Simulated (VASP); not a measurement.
# Sn3Se (I4mm) in VASP: a series of runs

The runs below take Sn3Se through single point, with PBEsol.

Everything below comes from runs of VASP 6.6.1. Logs are shortened: lines on timing, memory, paths and dates and some standing lists are left out, and cuts for length are marked.

### 1 The cell of the first run

Symmetry: I4mm, No. 107, tetragonal system. The conventional cell has a = 5.173 Å, b = 5.173 Å, c = 7.316 Å, α = 90.00°, β = 90.00°, γ = 90.00°. Within 4.1 Å of Sn (site symmetry 2mm) lie 10 Sn at 3.12 to 3.66 Å and 4 Se at 3.17 Å. Within 4.1 Å of Sn (site symmetry 4mm) lie 8 Sn at 3.12 to 3.22 Å and 6 Se at 3.57 to 3.74 Å. Within 4.2 Å of Se (site symmetry 4mm) lie 14 Sn at 3.17 to 3.74 Å.

### 2 Single point, PBEsol (atom 3 (Sn) moved +0.083 Å along Cartesian [0 0 1])

INCAR reads:

```
PREC = Accurate
ENCUT = 520
EDIFF = 1E-7
ISMEAR = 0
SIGMA = 0.15
LREAL = F
LASPH = T
NELM = 60
ALGO = Normal
ISIF = 2
LWAVE = F
LCHARG = F
GGA = PS
NBANDS = 32
```

KPOINTS reads:

```
Automatic mesh
0
Gamma
  12 12 12
```

POSCAR reads:

```
Sn3Se
1.0
    0.0000000000      3.6581854746      3.6581854746
    3.6581854746      0.0000000000      3.6581854746
    3.6581854746      3.6581854746      0.0000000000
Sn Se
3 1
Direct
    0.2500000000      0.2500000000      0.2500000000
    0.7500000000      0.7500000000      0.7500000000
    0.5113854260      0.5113854260      0.4886145740
    0.0000000000      0.0000000000      0.0000000000
```

Potentials or basis: VASP PAW PBE potentials, release 64 (Sn_d, Se).

On the command line:

```console
$ cat potpaw_PBE.64/Sn_d/POTCAR potpaw_PBE.64/Se/POTCAR > POTCAR
$ mpirun -np 1 vasp_std > vasp.out
```

OUTCAR:

```text
PREC = Accurate
   ENCUT = 520
   EDIFF = 1E-7
   ISMEAR = 0
   LREAL = F
   LASPH = T
   NELM = 60
   ISIF = 2
   GGA = PS

 ion  position               nearest neighbor table
   1  0.250  0.250  0.250-   3 3.12   3 3.12   4 3.17   4 3.17   4 3.17   4 3.17   3 3.22   3 3.22
                             2 3.66   2 3.66   2 3.66   2 3.66   2 3.66   2 3.66
   2  0.750  0.750  0.750-   3 3.12   3 3.12   4 3.17   4 3.17   4 3.17   4 3.17   3 3.22   3 3.22
                             1 3.66   1 3.66   1 3.66   1 3.66   1 3.66   1 3.66
   3  0.511  0.511  0.489-   1 3.12   1 3.12   2 3.12   2 3.12   1 3.22   2 3.22   2 3.22   1 3.22

   4  0.000  0.000  0.000-   2 3.17   2 3.17   2 3.17   1 3.17   2 3.17   1 3.17   1 3.17   1 3.17

  LATTYP: Found a face centered cubic cell.
 ALAT       =     7.3163709492

  Lattice vectors:

 A1 = (   0.0000000000,   3.6581854746,   3.6581854746)
 A2 = (   3.6581854746,   0.0000000000,   3.6581854746)
 A3 = (   3.6581854746,   3.6581854746,   0.0000000000)

Analysis of symmetry for initial positions (statically):
=====================================================================
 Subroutine PRICEL returns:
 Original cell was already a primitive cell.

 Routine SETGRP: Setting up the symmetry group for a
 face centered cubic supercell.

 Subroutine GETGRP returns: Found  8 space group operations
 (whereof  8 operations were pure point group operations)
 out of a pool of 48 trial point group operations.

The static configuration has the point symmetry C_4v.

Analysis of symmetry for dynamics (positions and initial velocities):
=====================================================================
 Subroutine PRICEL returns:
 Original cell was already a primitive cell.

 Routine SETGRP: Setting up the symmetry group for a
 face centered cubic supercell.

 Subroutine GETGRP returns: Found  8 space group operations
 (whereof  8 operations were pure point group operations)
 out of a pool of 48 trial point group operations.

The dynamic configuration has the point symmetry C_4v.

 Subroutine INISYM returns: Found  8 space group operations
 (whereof  8 operations are pure point group operations),
 and found     1 'primitive' translations

----------------------------------------------------------------------------------------

                                     Primitive cell

  volume of cell :      97.9100

  direct lattice vectors                    reciprocal lattice vectors
     0.000000000  3.658185475  3.658185475    -0.136679784  0.136679784  0.136679784
     3.658185475  0.000000000  3.658185475     0.136679784 -0.136679784  0.136679784
     3.658185475  3.658185475  0.000000000     0.136679784  0.136679784 -0.136679784

  length of vectors
     5.173455512  5.173455512  5.173455512     0.236736330  0.236736330  0.236736330

  position of ions in fractional coordinates (direct lattice)
     0.250000000  0.250000000  0.250000000
     0.750000000  0.750000000  0.750000000
     0.511385426  0.511385426  0.488614574
     0.000000000  0.000000000  0.000000000

  ion indices of the primitive-cell ions
   primitive index   ion index
                 1           1
                 2           2
                 3           3
                 4           4

----------------------------------------------------------------------------------------

 KPOINTS: Automatic mesh

Automatic generation of k-mesh.
 Grid dimensions read from file:
 generate k-points for:   12   12   12

 Generating k-lattice:

  Cartesian coordinates                     Fractional coordinates (reciprocal lattice)
    -0.011389982  0.011389982  0.011389982     0.083333333  0.000000000  0.000000000
     0.011389982 -0.011389982  0.011389982     0.000000000  0.083333333  0.000000000
     0.011389982  0.011389982 -0.011389982     0.000000000  0.000000000  0.083333333

  Length of vectors
     0.019728028  0.019728028  0.019728028

  Shift w.r.t. Gamma in fractional coordinates (k-lattice)
     0.000000000  0.000000000  0.000000000

 Subroutine IBZKPT returns following result:
 ===========================================

 Found    163 irreducible k-points:

 Following reciprocal coordinates:
            Coordinates               Weight
  0.000000  0.000000  0.000000      1.000000
  0.083333  0.000000  0.000000      8.000000
  0.166667  0.000000  0.000000      8.000000
  0.250000  0.000000  0.000000      8.000000
  0.333333  0.000000  0.000000      8.000000
  0.416667  0.000000  0.000000      8.000000
[... 16 lines left out ...]
  0.000000 -0.333333  0.083333     16.000000
 -0.250000  0.083333  0.000000      8.000000
 [... further k-points ...]
   k-points           NKPTS =    163   k-points in BZ     NKDIM =    163   number of bands    NBANDS=     32
   number of dos      NEDOS =    301   number of ions     NIONS =      4
   total plane-waves  NPLWV =  64000
   dimension x,y,z NGX =    40 NGY =   40 NGZ =   40
   dimension x,y,z NGXF=    80 NGYF=   80 NGZF=   80
   ions per type =               3   1
   NGX,Y,Z   is equivalent  to a cutoff of  12.85, 12.85, 12.85 a.u.
   NGXF,Y,Z  is equivalent  to a cutoff of  25.71, 25.71, 25.71 a.u.
 SYSTEM =  unknown system
   PREC   = accura    normal or accurate (medium, high low for compatibility)
   ISTART =      0    job   : 0-new  1-cont  2-samecut
   ICHARG =      2    charge: 1-file 2-atom 10-const
   ISPIN  =      1    spin polarized calculation?
   LNONCOLLINEAR =      F non collinear calculations
   LSORBIT =      F    spin-orbit coupling
   LASPH  =      T    aspherical Exc in radial PAW
   ENCUT  =  520.0 eV  38.22 Ry    6.18 a.u.   9.62  9.62  9.62*2*pi/ulx,y,z
   NELM   =     60;   NELMIN=  2; NELMDL= -5     # of ELM steps
   EDIFF  = 0.1E-06   stopping-criterion for ELM
   LREAL  =      F    real-space projection
   EDIFFG = 0.1E-05   stopping-criterion for IOM
   NSW    =      0    number of steps for IOM
   IBRION =     -1    ionic relax: 0-MD 1-quasi-New 2-CG
   NFREE  =      0    steps in history (QN), initial steepest desc. (CG)
   ISIF   =      2    stress and relaxation
   ISYM   =      2    0-nonsym 1-usesym 2-fastsym
   POTIM  = 0.5000    time-step for ionic-motion
   TEBEG  =    0.0;   TEEND  =   0.0 temperature during run
   PSTRESS=    0.0 pullay stress
   NELECT =      48.0000    total number of electrons
   NUPDOWN=      -1.0000    fix difference up-down
   EMIN   =  10.00;   EMAX   =-10.00  energy-range for DOS
   EFERMI =   0.00;   METHOD = LEGACY
   ISMEAR =     0;   SIGMA  =   0.15  broadening in eV -4-tet -1-fermi 0-gaus
   EFERMI_NEDOS =   21; number of points for ismear=-14 and -15
   IALGO  =     38    algorithm
   IMIX   =      4    mixing-type and parameters
     AMIX     =   0.40;   BMIX     =  1.00
     AMIX_MAG =   1.60;   BMIX_MAG =  1.00
  volume/ion in A,a.u.               =      24.48       165.18
  Fermi-wavevector in a.u.,A,eV,Ry     =   1.290861  2.439374 22.671693  1.666322
  Thomas-Fermi vector in A             =   2.422667
   LORBIT       =      0    0 simple, 1 ext, 2 COOP (PROOUT), +10 PAW based schemes
   GGA     = PS    functional components
   LHFCALC =     F    Hartree Fock is set to
   AEXX    =    0.0000 exact exchange contribution
   IVDW    =     0    specifies the selected vdW correction
   LEPSILON=     F    determine dielectric tensor
   LRPA    =     F    only Hartree local field effects (RPA)
 non-spin polarized calculation
 Gauss-broadening in eV      SIGMA  =   0.15
  energy-cutoff  :      520.00
  volume of cell :       97.91
 maximum number of plane-waves:      2685
   NGX = 19   NGY = 19   NGZ = 19

 number of electron      47.9999981 magnetization

 Free energy of the ion-electron system (eV)
  ---------------------------------------------------
  ext. energy  EPLUGINS =         0.00000000
  ---------------------------------------------------
  free energy    TOTEN  =       -16.68320202 eV

  energy without entropy =      -16.65542238  energy(sigma->0) =      -16.66931220

 E-fermi :   7.7666     XC(G=0): -10.7195

 val. band max:        7.7637525616   @ k =   0.1667  -0.3333   0.3333
 cond. band min:       7.7831636616   @ k =   0.2500   0.0833  -0.4167
 fundamental gap:      0.0194110999
 Fermi energy:         7.7666027249

 k-point     1 :       0.0000    0.0000    0.0000
  band No.  band energies     occupation
      1     -13.6953      2.00000
      2     -13.6946      2.00000
      3     -13.6533      2.00000
      4     -13.6533      2.00000
      5     -13.6509      2.00000
      6     -13.6496      2.00000
[... 24 lines left out ...]
     31      14.8222      0.00000
     32      14.8280      0.00000

 k-point     2 :       0.0833    0.0000    0.0000
  band No.  band energies     occupation
      1     -13.6927      2.00000
      2     -13.6921      2.00000
      3     -13.6641      2.00000
      4     -13.6579      2.00000
      5     -13.6571      2.00000
      6     -13.6430      2.00000
[... 24 lines left out ...]
     31      14.3471      0.00000
     32      14.7285      0.00000

 k-point     3 :       0.1667    0.0000    0.0000
  band No.  band energies     occupation
      1     -13.6853      2.00000
      2     -13.6850      2.00000
      3     -13.6731      2.00000
      4     -13.6651      2.00000
      5     -13.6649      2.00000
      6     -13.6367      2.00000
[... 24 lines left out ...]
     31      13.2756      0.00000
     32      14.4225      0.00000

 k-point     4 :       0.2500    0.0000    0.0000
  band No.  band energies     occupation
      1     -13.6787      2.00000
      2     -13.6749      2.00000
      3     -13.6728      2.00000
      4     -13.6711      2.00000
      5     -13.6710      2.00000
      6     -13.6316      2.00000
[... 654 lines left out ...]
     31      12.9173      0.00000
     32      14.8856      0.00000

 k-point    23 :       0.0000   -0.3333    0.0833
  band No.  band energies     occupation
      1     -13.6856      2.00000
      2     -13.6784      2.00000
      3     -13.6679      2.00000
      4     -13.6587      2.00000
      5     -13.6464      2.00000
      6     -13.6312      2.00000
[... 24 lines left out ...]
     31      12.9154      0.00000
     32      14.8760      0.00000

 k-point    24 :      -0.2500    0.0833    0.0000
  band No.  band energies     occupation
      1     -13.6849      2.00000
      2     -13.6733      2.00000
      3     -13.6702      2.00000
      4     -13.6699      2.00000
      5     -13.6617      2.00000
      6     -13.6365      2.00000
[... 24 lines left out ...]
     31      13.5401      0.00000
     32      13.8584      0.00000

 [... further k-points ...]

------------------------ aborting loop because EDIFF is reached ----------------------------------------

  FORCE on cell =-STRESS in cart. coord.  units (eV):
  Direction    XX          YY          ZZ          XY          YZ          ZX
  --------------------------------------------------------------------------------------
  -------------------------------------------------------------------------------------
  Total        0.1104610      0.1104610      0.0563916      0.0000000     -0.0000000     -0.0000000
  in kB        1.8075594      1.8075594      0.9227793      0.0000000     -0.0000000     -0.0000000
  external PRESSURE =       1.5126327 kB  Pullay stress =       0.0000000 kB

 VOLUME and BASIS-vectors are now :
 -----------------------------------------------------------------------------
  energy-cutoff  :      520.00
  volume of cell :       97.91
      direct lattice vectors                 reciprocal lattice vectors
     0.000000000  3.658185475  3.658185475    -0.136679784  0.136679784  0.136679784
     3.658185475  0.000000000  3.658185475     0.136679784 -0.136679784  0.136679784
     3.658185475  3.658185475  0.000000000     0.136679784  0.136679784 -0.136679784

 POSITION                                       TOTAL-FORCE (eV/Angst)
 -----------------------------------------------------------------------------------
      1.82909      1.82909      1.82909         0.000000      0.000000      0.074622
      5.48728      5.48728      5.48728        -0.000000     -0.000000      0.074622
      3.65819      3.65819      3.74149         0.000000      0.000000     -0.255830
      0.00000      0.00000      0.00000         0.000000      0.000000      0.106585
 -----------------------------------------------------------------------------------
    total drift:                               -0.000000     -0.000000     -0.000278

  FREE ENERGIE OF THE ION-ELECTRON SYSTEM (eV)
  ---------------------------------------------------
  free  energy   TOTEN  =       -16.6832020160 eV

  energy  without entropy=      -16.6554223821  energy(sigma->0) =      -16.66931220
```

Wall time 4.4 min (1 thread of Intel Xeon 6975P-C (Granite Rapids), shared host); peak memory 0.53 GiB.

Results:

```yaml
Free_energy: -16.6832 eV
Pressure: 0.2 GPa
Largest_force: 0.256 eV/Å
Band_gap_on_the_k_mesh: zero (bands 24 and 25 overlap by 2.38 eV)
```

Forces in eV/Å, atoms in the order of the input:
```
Sn   0.000  0.000  0.075
Sn   0.000  0.000  0.075
Sn   0.000  0.000 -0.256
Se   0.000  0.000  0.107
```

Caveat: the cell differs from its parent crystal (atom 3 (Sn) moved +0.083 Å along Cartesian [0 0 1]); the PAW data sets were made with another functional, which shifts forces and pressure a little; spin-orbit coupling is left out, which moves the levels of the heavy elements.

(Part 1 of 2 ends here.)
